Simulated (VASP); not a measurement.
# ZnS (P6_3/mmc) in VASP: notebook

The runs below take ZnS through single point, with r2SCAN.

Program: VASP 6.6.1. These are calculated values, not measurements. Logs are shortened: lines on timing, memory, paths and dates and some standing lists are left out, and cuts for length are marked.

## Step 1: The cell of the first run

Symmetry: P6_3/mmc, No. 194, hexagonal system. The conventional cell has a = 3.553 Å, b = 3.553 Å, c = 5.821 Å, α = 90.00°, β = 90.00°, γ = 120.00°. Within 3.3 Å of Zn (site symmetry -3m) lie 6 S at 2.52 Å and 2 Zn at 2.91 Å. Within 3.3 Å of S (site symmetry -6m2) lie 6 Zn at 2.52 Å.

## Step 2: Single point, r2SCAN (volume changed by -3%)

POSCAR reads:

```
ZnS
1.0
    3.5533295122      0.0000000000      0.0000000000
   -1.7766647561      3.0772736256      0.0000000000
    0.0000000000      0.0000000000      5.8205993487
Zn S
2 2
Direct
    0.0000000000      0.0000000000      0.0000000000
    0.0000000000      0.0000000000      0.5000000000
    0.3333333333      0.6666666667      0.2500000000
    0.6666666667      0.3333333333      0.7500000000
```

INCAR.step1 reads:

```
ALGO = Normal
EDIFF = 1E-4
ENCUT = 520
GGA = PE
ISMEAR = 0
LASPH = T
LCHARG = F
LREAL = F
LWAVE = T
NBANDS = 26
NELM = 100
PREC = Accurate
SIGMA = 0.01
```

INCAR.step2 reads:

```
ALGO = Normal
EDIFF = 1E-6
ENCUT = 520
ISIF = 2
ISMEAR = 0
ISTART = 1
LASPH = T
LCHARG = F
LMIXTAU = T
LREAL = F
LWAVE = F
METAGGA = R2SCAN
NBANDS = 26
NELM = 100
PREC = Accurate
SIGMA = 0.01
```

KPOINTS reads:

```
k-points
0
Gamma
  6 6 4
```

Potentials or basis: VASP PAW PBE potentials, release 64 (Zn, S).

On the command line:

```console
$ cat potpaw_PBE.64/Zn/POTCAR potpaw_PBE.64/S/POTCAR > POTCAR
$ cp INCAR.step1 INCAR
$ mpirun -np 1 vasp_std > vasp.out
$ cp INCAR.step2 INCAR
$ mpirun -np 1 vasp_std > vasp.out
```

OUTCAR:

```text
EDIFF = 1E-6
   ENCUT = 520
   ISIF = 2
   ISMEAR = 0
   ISTART = 1
   LASPH = T
   LREAL = F
   METAGGA = R2SCAN
   NELM = 100
   PREC = Accurate

 ion  position               nearest neighbor table
   1  0.000  0.000  0.000-   3 2.52   4 2.52   4 2.52   3 2.52   4 2.52   3 2.52   2 2.91   2 2.91

   2  0.000  0.000  0.500-   3 2.52   4 2.52   4 2.52   3 2.52   4 2.52   3 2.52   1 2.91   1 2.91

   3  0.333  0.667  0.250-   1 2.52   2 2.52   1 2.52   2 2.52   1 2.52   2 2.52
   4  0.667  0.333  0.750-   1 2.52   2 2.52   1 2.52   2 2.52   1 2.52   2 2.52

  LATTYP: Found a hexagonal cell.
 ALAT       =     3.5533295122
 C/A-ratio  =     1.6380691204

  Lattice vectors:

 A1 = (   3.5533295122,   0.0000000000,   0.0000000000)
 A2 = (  -1.7766647561,   3.0772736256,   0.0000000000)
 A3 = (   0.0000000000,   0.0000000000,   5.8205993487)

Analysis of symmetry for initial positions (statically):
=====================================================================
 Subroutine PRICEL returns:
 Original cell was already a primitive cell.

 Routine SETGRP: Setting up the symmetry group for a
 hexagonal supercell.

 Subroutine GETGRP returns: Found 24 space group operations
 (whereof 12 operations were pure point group operations)
 out of a pool of 24 trial point group operations.

The static configuration has the point symmetry D_3d.
 The point group associated with its full space group is D_6h.

Analysis of symmetry for dynamics (positions and initial velocities):
=====================================================================
 Subroutine PRICEL returns:
 Original cell was already a primitive cell.

 Routine SETGRP: Setting up the symmetry group for a
 hexagonal supercell.

 Subroutine GETGRP returns: Found 24 space group operations
 (whereof 12 operations were pure point group operations)
 out of a pool of 24 trial point group operations.

The dynamic configuration has the point symmetry D_3d.
 The point group associated with its full space group is D_6h.

 Subroutine INISYM returns: Found 24 space group operations
 (whereof 12 operations are pure point group operations),
 and found     1 'primitive' translations

----------------------------------------------------------------------------------------

                                     Primitive cell

  volume of cell :      63.6457

  direct lattice vectors                    reciprocal lattice vectors
     3.553329512  0.000000000  0.000000000     0.281426194  0.162481489  0.000000000
    -1.776664756  3.077273626  0.000000000     0.000000000  0.324962978  0.000000000
     0.000000000  0.000000000  5.820599349     0.000000000  0.000000000  0.171803613

  length of vectors
     3.553329512  3.553329512  5.820599349     0.324962978  0.324962978  0.171803613

  position of ions in fractional coordinates (direct lattice)
     0.000000000  0.000000000  0.000000000
     0.000000000  0.000000000  0.500000000
     0.333333333  0.666666667  0.250000000
     0.666666667  0.333333333  0.750000000

  ion indices of the primitive-cell ions
   primitive index   ion index
                 1           1
                 2           2
                 3           3
                 4           4

----------------------------------------------------------------------------------------

 KPOINTS: k-points

Automatic generation of k-mesh.
 Grid dimensions read from file:
 generate k-points for:    6    6    4

 Generating k-lattice:

  Cartesian coordinates                     Fractional coordinates (reciprocal lattice)
     0.046904366  0.027080248  0.000000000     0.166666667 -0.000000000  0.000000000
     0.000000000  0.054160496  0.000000000     0.000000000  0.166666667  0.000000000
     0.000000000  0.000000000  0.042950903     0.000000000  0.000000000  0.250000000

  Length of vectors
     0.054160496  0.054160496  0.042950903

  Shift w.r.t. Gamma in fractional coordinates (k-lattice)
     0.000000000  0.000000000  0.000000000

 Subroutine IBZKPT returns following result:
 ===========================================

 Found     21 irreducible k-points:

 Following reciprocal coordinates:
            Coordinates               Weight
  0.000000  0.000000  0.000000      1.000000
  0.166667  0.000000  0.000000      6.000000
  0.333333  0.000000  0.000000      6.000000
  0.500000  0.000000  0.000000      3.000000
  0.166667  0.166667  0.000000      6.000000
  0.333333  0.166667  0.000000     12.000000
[... 13 lines left out ...]
  0.333333  0.166667  0.500000     12.000000
  0.333333  0.333333  0.500000      2.000000
   k-points           NKPTS =     21   k-points in BZ     NKDIM =     21   number of bands    NBANDS=     26
   number of dos      NEDOS =    301   number of ions     NIONS =      4
   total plane-waves  NPLWV =  37632
   dimension x,y,z NGX =    28 NGY =   28 NGZ =   48
   dimension x,y,z NGXF=    56 NGYF=   56 NGZF=   96
   ions per type =               2   2
   NGX,Y,Z   is equivalent  to a cutoff of  13.10, 13.10, 13.71 a.u.
   NGXF,Y,Z  is equivalent  to a cutoff of  26.20, 26.20, 27.42 a.u.
 SYSTEM =  unknown system
   PREC   = accura    normal or accurate (medium, high low for compatibility)
   ISTART =      1    job   : 0-new  1-cont  2-samecut
   ICHARG =      0    charge: 1-file 2-atom 10-const
   ISPIN  =      1    spin polarized calculation?
   LNONCOLLINEAR =      F non collinear calculations
   LSORBIT =      F    spin-orbit coupling
   LASPH  =      T    aspherical Exc in radial PAW
   ENCUT  =  520.0 eV  38.22 Ry    6.18 a.u.   6.61  6.61 10.82*2*pi/ulx,y,z
   NELM   =    100;   NELMIN=  2; NELMDL=  0     # of ELM steps
   EDIFF  = 0.1E-05   stopping-criterion for ELM
   LREAL  =      F    real-space projection
   EDIFFG = 0.1E-04   stopping-criterion for IOM
   NSW    =      0    number of steps for IOM
   IBRION =     -1    ionic relax: 0-MD 1-quasi-New 2-CG
   NFREE  =      0    steps in history (QN), initial steepest desc. (CG)
   ISIF   =      2    stress and relaxation
   ISYM   =      2    0-nonsym 1-usesym 2-fastsym
   POTIM  = 0.5000    time-step for ionic-motion
   TEBEG  =    0.0;   TEEND  =   0.0 temperature during run
   PSTRESS=    0.0 pullay stress
   NELECT =      36.0000    total number of electrons
   NUPDOWN=      -1.0000    fix difference up-down
   EMIN   =  10.00;   EMAX   =-10.00  energy-range for DOS
   EFERMI =   0.00;   METHOD = LEGACY
   ISMEAR =     0;   SIGMA  =   0.01  broadening in eV -4-tet -1-fermi 0-gaus
   EFERMI_NEDOS =   21; number of points for ismear=-14 and -15
   IALGO  =     38    algorithm
   IMIX   =      4    mixing-type and parameters
     AMIX     =   0.40;   BMIX     =  1.00
     AMIX_MAG =   1.60;   BMIX_MAG =  1.00
  volume/ion in A,a.u.               =      15.91       107.38
  Fermi-wavevector in a.u.,A,eV,Ry     =   1.353898  2.558496 24.940015  1.833039
  Thomas-Fermi vector in A             =   2.481115
   LORBIT       =      0    0 simple, 1 ext, 2 COOP (PROOUT), +10 PAW based schemes
   METAGGA = R2SCAN    functional components
   LHFCALC =     F    Hartree Fock is set to
   AEXX    =    0.0000 exact exchange contribution
   IVDW    =     0    specifies the selected vdW correction
   LEPSILON=     F    determine dielectric tensor
   LRPA    =     F    only Hartree local field effects (RPA)
 non-spin polarized calculation
 Gauss-broadening in eV      SIGMA  =   0.01
  energy-cutoff  :      520.00
  volume of cell :       63.65
 maximum number of plane-waves:      1761
 NGX is ok and might be reduce to    28
   NGX = 13   NGY = 13   NGZ = 21

 number of electron      36.0000014 magnetization

 Free energy of the ion-electron system (eV)
  ---------------------------------------------------
  ext. energy  EPLUGINS =         0.00000000
  ---------------------------------------------------
  free energy    TOTEN  =       -36.34522483 eV

  energy without entropy =      -36.34522483  energy(sigma->0) =      -36.34522483

 E-fermi :   4.1370     XC(G=0): -11.6389

 val. band max:        4.0455406371   @ k =   0.1667   0.0000   0.0000
 cond. band min:       4.8404747523   @ k =   0.3333   0.3333   0.0000
 fundamental gap:      0.7949341152
 Fermi energy:         4.1369790759

 k-point     1 :       0.0000    0.0000    0.0000
  band No.  band energies     occupation
      1     -10.6394      2.00000
      2      -8.8377      2.00000
      3      -3.4759      2.00000
      4      -2.9842      2.00000
      5      -2.9842      2.00000
      6      -2.8282      2.00000
[... 18 lines left out ...]
     25      13.6593      0.00000
     26      13.6595      0.00000

 k-point     2 :       0.1667    0.0000    0.0000
  band No.  band energies     occupation
      1     -10.3310      2.00000
      2      -8.7287      2.00000
      3      -3.1765      2.00000
      4      -2.9712      2.00000
      5      -2.8721      2.00000
      6      -2.8278      2.00000
[... 18 lines left out ...]
     25      12.5622      0.00000
     26      13.6881      0.00000

 k-point     3 :       0.3333    0.0000    0.0000
  band No.  band energies     occupation
      1      -9.5324      2.00000
      2      -8.5467      2.00000
      3      -3.0848      2.00000
      4      -2.9869      2.00000
      5      -2.8997      2.00000
      6      -2.7328      2.00000
[... 18 lines left out ...]
     25      13.5249      0.00000
     26      14.9850      0.00000

 k-point     4 :       0.5000    0.0000    0.0000
  band No.  band energies     occupation
      1      -8.8119      2.00000
      2      -8.6579      2.00000
      3      -3.5868      2.00000
      4      -3.0107      2.00000
      5      -2.9609      2.00000
      6      -2.7538      2.00000
[... 18 lines left out ...]
     25      13.9370      0.00000
     26      17.2274      0.00000
[... 409 lines left out ...]
      1      -9.2342      2.00000
      2      -9.2342      2.00000
      3      -2.9835      2.00000
      4      -2.9835      2.00000
      5      -2.7835      2.00000
      6      -2.7835      2.00000
[... 18 lines left out ...]
     25      13.6670      0.00000
     26      13.6670      0.00000

 k-point    20 :       0.3333    0.1667    0.5000
  band No.  band energies     occupation
      1      -8.7291      2.00000
      2      -8.7291      2.00000
      3      -2.9564      2.00000
      4      -2.9564      2.00000
      5      -2.8276      2.00000
      6      -2.8276      2.00000
[... 18 lines left out ...]
     25      14.8918      0.00000
     26      14.8918      0.00000

 k-point    21 :       0.3333    0.3333    0.5000
  band No.  band energies     occupation
      1      -8.5490      2.00000
      2      -8.5490      2.00000
      3      -2.9552      2.00000
      4      -2.9552      2.00000
      5      -2.6852      2.00000
      6      -2.6852      2.00000
[... 18 lines left out ...]
     25      14.4973      0.00000
     26      14.4973      0.00000

------------------------ aborting loop because EDIFF is reached ----------------------------------------

  FORCE on cell =-STRESS in cart. coord.  units (eV):
  Direction    XX          YY          ZZ          XY          YZ          ZX
  --------------------------------------------------------------------------------------
  -------------------------------------------------------------------------------------
  Total        1.3701074      1.3701074      1.3082794      0.0000000      0.0000000      0.0000000
  in kB       34.4902152     34.4902152     32.9337953      0.0000000      0.0000000      0.0000000
  external PRESSURE =      33.9714086 kB  Pullay stress =       0.0000000 kB

 VOLUME and BASIS-vectors are now :
 -----------------------------------------------------------------------------
  energy-cutoff  :      520.00
  volume of cell :       63.65
      direct lattice vectors                 reciprocal lattice vectors
     3.553329512  0.000000000  0.000000000     0.281426194  0.162481489  0.000000000
    -1.776664756  3.077273626  0.000000000     0.000000000  0.324962978  0.000000000
     0.000000000  0.000000000  5.820599349     0.000000000  0.000000000  0.171803613

 POSITION                                       TOTAL-FORCE (eV/Angst)
 -----------------------------------------------------------------------------------
      0.00000      0.00000      0.00000         0.000000      0.000000      0.000000
      0.00000      0.00000      2.91030         0.000000      0.000000      0.000000
     -0.00000      2.05152      1.45515        -0.000000     -0.000000     -0.000000
      1.77666      1.02576      4.36545         0.000000      0.000000      0.000000
 -----------------------------------------------------------------------------------
    total drift:                               -0.000000     -0.000000      0.000000

  FREE ENERGIE OF THE ION-ELECTRON SYSTEM (eV)
  ---------------------------------------------------
  free  energy   TOTEN  =       -36.3452248349 eV

  energy  without entropy=      -36.3452248349  energy(sigma->0) =      -36.34522483
```

Run time: 4.3 min. Hardware: 1 thread of Intel Xeon 8259CL, shared host; peak memory 0.21 GiB.

Results:

```yaml
Free_energy: -36.3452 eV
Pressure: 3.4 GPa
Band_gap_on_the_k_mesh: 0.80 eV, indirect (least direct gap 2.61 eV)
```

Caveat: the PAW data sets were made with another functional, which shifts forces and pressure a little. A k mesh can miss the band edges.

[end of part 1 of 2]
